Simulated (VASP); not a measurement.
# SnTe (F-43m) in VASP: further runs, part 2 of 2

VASP 6.6.1.

**5. Single point, r2SCAN**

This run uses another cell than the first one, of 48.97 Å³/atom, 1.095 times its volume.

POSCAR

```
SnTe
1.0
    0.0000000000      3.6586665285      3.6586665285
    3.6586665285      0.0000000000      3.6586665285
    3.6586665285      3.6586665285      0.0000000000
Sn Te
1 1
Direct
    0.0000000000      0.0000000000      0.0000000000
    0.7500000000      0.7500000000      0.7500000000
```

INCAR.step1

```
ALGO = Normal
EDIFF = 1E-4
ENCUT = 520
GGA = PE
ISMEAR = 1
LASPH = T
LCHARG = F
LREAL = F
LWAVE = T
NBANDS = 17
NELM = 80
PREC = Accurate
SIGMA = 0.02
```

INCAR.step2

```
ALGO = Normal
EDIFF = 1E-6
ENCUT = 520
ISIF = 2
ISMEAR = 1
ISTART = 1
LASPH = T
LCHARG = F
LMIXTAU = T
LREAL = F
LWAVE = F
METAGGA = R2SCAN
NBANDS = 17
NELM = 80
PREC = Accurate
SIGMA = 0.02
```

KPOINTS

```
k-points
0
Gamma
  6 6 6
```

Command:

```console
cat potpaw_PBE.64/Sn_d/POTCAR potpaw_PBE.64/Te/POTCAR > POTCAR
cp INCAR.step1 INCAR
mpirun -np 1 vasp_std > vasp.out
cp INCAR.step2 INCAR
mpirun -np 1 vasp_std > vasp.out
```

Wall time 58 s (1 thread of Intel Xeon 6975P-C (Granite Rapids), shared host); peak memory 0.26 GiB.

It converged, with:

| Quantity | Value |
| --- | --- |
| Free energy | -50.0399 eV |
| Pressure | -1.5 GPa |
| Band gap on the k mesh | 0.45 eV, indirect (least direct gap 0.94 eV) |

Levels at points of the mesh, in eV from the valence-band top:
| k point | band 8 | band 9 | band 10 | band 11 | band 12 | band 13 |
| --- | --- | --- | --- | --- | --- | --- |
| (0.00, 0.00, 0.00) | -1.83 | -1.83 | -1.83 | 1.31 | 1.31 | 1.31 |
| (0.50, 0.00, 0.00) | -2.35 | -2.35 | -1.85 | 2.13 | 2.13 | 3.66 |
| (0.50, 0.50, 0.00) | -2.99 | -2.99 | -0.49 | 0.45 | 4.17 | 4.17 |

Caveat: the PAW data sets were made with another functional, which shifts forces and pressure a little; spin-orbit coupling is left out, which moves the levels of the heavy elements.

**6. Single point, r2SCAN**

This run uses another cell than the first one, of 50.39 Å³/atom, 1.126 times its volume.

POSCAR

```
SnTe
1.0
    0.0000000000      3.6935130688      3.6935130688
    3.6935130688      0.0000000000      3.6935130688
    3.6935130688      3.6935130688      0.0000000000
Sn Te
1 1
Direct
    0.0000000000      0.0000000000      0.0000000000
    0.7500000000      0.7500000000      0.7500000000
```

INCAR.step1

```
SYSTEM = SnTe
  PREC = Accurate
  ENCUT = 520
  ISMEAR = 1
  SIGMA = 0.02
  LREAL = .False.
  LASPH = .True.
  NELM = 100
  NBANDS = 17
  GGA = PE
  ALGO = Normal
  EDIFF = 1E-4
  LWAVE = .True.
  LCHARG = .False.
```

INCAR.step2

```
SYSTEM = SnTe
  PREC = Accurate
  ENCUT = 520
  EDIFF = 1E-7
  ISMEAR = 1
  SIGMA = 0.02
  LREAL = .False.
  LASPH = .True.
  NELM = 100
  ALGO = Normal
  ISIF = 2
  LWAVE = .False.
  LCHARG = .False.
  METAGGA = R2SCAN
  LMIXTAU = .True.
  NBANDS = 17
  ISTART = 1
```

KPOINTS

```
regular mesh
0
Gamma
  6 6 6
  0 0 0
```

Potentials or basis: VASP PAW PBE potentials, release 64 (Sn_d, Te).

Command:

```console
cat potpaw_PBE.64/Sn_d/POTCAR potpaw_PBE.64/Te/POTCAR > POTCAR
cp INCAR.step1 INCAR
mpirun -np 1 vasp_std > vasp.out
cp INCAR.step2 INCAR
mpirun -np 1 vasp_std > vasp.out
```

OUTCAR:

```text
SYSTEM = SnTe
   PREC = Accurate
   ENCUT = 520
   EDIFF = 1E-7
   ISMEAR = 1
   LREAL = .False.
   LASPH = .True.
   NELM = 100
   ISIF = 2
   METAGGA = R2SCAN
   ISTART = 1

 ion  position               nearest neighbor table
   1  0.000  0.000  0.000-   2 3.20   2 3.20   2 3.20   2 3.20
   2  0.750  0.750  0.750-   1 3.20   1 3.20   1 3.20   1 3.20

  LATTYP: Found a face centered cubic cell.
 ALAT       =     7.3870261376

  Lattice vectors:

 A1 = (   0.0000000000,   3.6935130688,   3.6935130688)
 A2 = (   3.6935130688,   0.0000000000,   3.6935130688)
 A3 = (   3.6935130688,   3.6935130688,   0.0000000000)

Analysis of symmetry for initial positions (statically):
=====================================================================
 Subroutine PRICEL returns:
 Original cell was already a primitive cell.

 Routine SETGRP: Setting up the symmetry group for a
 face centered cubic supercell.

 Subroutine GETGRP returns: Found 24 space group operations
 (whereof 24 operations were pure point group operations)
 out of a pool of 48 trial point group operations.

The static configuration has the point symmetry T_d .
[... 148 lines left out ...]
  free energy    TOTEN  =       -50.00938007 eV

  energy without entropy =      -50.00944449  energy(sigma->0) =      -50.00940154

 E-fermi :   2.3032     XC(G=0):  -7.6745

 val. band max:        2.2863600257   @ k =  -0.3333   0.5000   0.1667
 cond. band min:       2.7980655366   @ k =   0.5000   0.5000   0.0000
 fundamental gap:      0.5117055109
 Fermi energy:         2.3031976700

 k-point     1 :       0.0000    0.0000    0.0000
  band No.  band energies     occupation
      1     -20.0441      2.00000
      2     -20.0441      2.00000
      3     -20.0441      2.00000
      4     -20.0352      2.00000
      5     -20.0352      2.00000
      6      -9.1939      2.00000
[... 297 lines left out ...]
      4     -20.0355      2.00000
      5     -20.0348      2.00000
      6      -8.4876      2.00000
[... 9 lines left out ...]
     16      10.6594      0.00000
     17      10.7656      0.00000

------------------------ aborting loop because EDIFF is reached ----------------------------------------

  FORCE on cell =-STRESS in cart. coord.  units (eV):
  Direction    XX          YY          ZZ          XY          YZ          ZX
  --------------------------------------------------------------------------------------
  -------------------------------------------------------------------------------------
  Total       -1.2752709     -1.2752709     -1.2752709      0.0000000      0.0000000      0.0000000
  in kB      -20.2751512    -20.2751512    -20.2751512      0.0000000      0.0000000      0.0000000
  external PRESSURE =     -20.2751512 kB  Pullay stress =       0.0000000 kB

 VOLUME and BASIS-vectors are now :
 -----------------------------------------------------------------------------
  energy-cutoff  :      520.00
  volume of cell :      100.77
      direct lattice vectors                 reciprocal lattice vectors
     0.000000000  3.693513069  3.693513069    -0.135372473  0.135372473  0.135372473
     3.693513069  0.000000000  3.693513069     0.135372473 -0.135372473  0.135372473
     3.693513069  3.693513069  0.000000000     0.135372473  0.135372473 -0.135372473

 POSITION                                       TOTAL-FORCE (eV/Angst)
 -----------------------------------------------------------------------------------
      0.00000      0.00000      0.00000         0.000000     -0.000000     -0.000000
      5.54027      5.54027      5.54027        -0.000000      0.000000      0.000000
 -----------------------------------------------------------------------------------
    total drift:                               -0.000002     -0.000002     -0.000002

  FREE ENERGIE OF THE ION-ELECTRON SYSTEM (eV)
  ---------------------------------------------------
  free  energy   TOTEN  =       -50.0093800699 eV

  energy  without entropy=      -50.0094444910  energy(sigma->0) =      -50.00940154
```

OUTCAR.step1:

```text
SYSTEM = SnTe
   PREC = Accurate
   ENCUT = 520
   ISMEAR = 1
   LREAL = .False.
   LASPH = .True.
[... 530 lines left out ...]
      0.00000      0.00000      0.00000         0.000000      0.000000      0.000000
      5.54027      5.54027      5.54027        -0.000000     -0.000000     -0.000000
 -----------------------------------------------------------------------------------
    total drift:                                0.000000      0.000000      0.000000

  FREE ENERGIE OF THE ION-ELECTRON SYSTEM (eV)
  ---------------------------------------------------
  free  energy   TOTEN  =        -7.0313202217 eV

  energy  without entropy=       -7.0313846428  energy(sigma->0) =       -7.03134170
```

Run time: 53 s. Hardware: 1 thread of Intel Xeon 6975P-C (Granite Rapids), shared host; peak memory 0.27 GiB.

Results:

```yaml
Free_energy: -50.0094 eV
Pressure: -2.0 GPa
Band_gap_on_the_k_mesh: 0.51 eV, indirect (least direct gap 0.97 eV)
```

Caveat: the PAW data sets were made with another functional, which shifts forces and pressure a little; spin-orbit coupling is left out, which moves the levels of the heavy elements.

**7. Summary**

```tsv
cell	gap on the mesh (eV)	pressure (GPa)
a = 5.020 Å, angles 60.0°, 2 atoms	0.22	0.8
a = 5.073 Å, angles 60.0°, 2 atoms	0.30	-0.1
a = 5.124 Å, angles 60.0°, 2 atoms	0.38	-0.8
a = 5.174 Å, angles 60.0°, 2 atoms	0.45	-1.5
a = 5.223 Å, angles 60.0°, 2 atoms	0.51	-2.0
```

Alike in all rows: task single point; level r2SCAN; potentials or basis VASP PAW PBE potentials, release 64 (Sn_d, Te); no spin polarisation; k mesh 6 × 6 × 6; cutoff (eV) 520; smearing methfessel-paxton 0.02 eV.

Caveats: the PAW data sets were made with another functional, which shifts forces and pressure a little; spin-orbit coupling is left out, which moves the levels of the heavy elements.

Total energies depend on the potentials used, so only differences within one code and one set of settings carry meaning.
